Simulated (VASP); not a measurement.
Here is a VASP 6.6.1 calculation.

INCAR

```
ALGO = Normal
EDIFF = 1E-7
EDIFFG = -0.04
ENCUT = 1130
GGA = PE
GGA_COMPAT = F
IBRION = 2
ISIF = 3
ISMEAR = 0
LASPH = T
LCHARG = F
LREAL = F
LWAVE = F
NELM = 120
NELMIN = 4
NSW = 90
PREC = Accurate
SIGMA = 0.1
```

KPOINTS

```
k-points
0
Gamma
  4 4 4
```

File POSCAR:

```
NaAl3O
1.0
    4.4049178900      0.0000000000      0.0000000000
    0.0000000000      4.4049178900      0.0000000000
    0.0000000000      0.0000000000      4.4049178900
Na Al O
1 3 1
Direct
    0.0000000000      0.0000000000      0.0000000000
    0.5000000000      0.0000000000      0.0000000000
    0.0000000000      0.5000000000      0.0000000000
    0.0000000000      0.0000000000      0.5000000000
    0.5000000000      0.5000000000      0.5000000000
```

Potentials or basis: VASP PAW PBE potentials, release 64 (Na_sv, Al, O).

Launch:

```console
$ cat potpaw_PBE.64/Na_sv/POTCAR potpaw_PBE.64/Al/POTCAR potpaw_PBE.64/O/POTCAR > POTCAR
$ mpirun -np 1 vasp_std > vasp.out
```

(1) Predict the relaxed volume.

(2) What does it give for the band gap on the k mesh?

(3) What does it give for the space group after relaxing (to 0.1 Å)?

Answers

(1) 27.57 Å³/atom.

(2) zero (bands 12 and 13 overlap by 0.33 eV).

(3) Pm-3m (No. 221).

Caveat: the volume moved by over 15 % at a fixed basis, so the end points are rough.
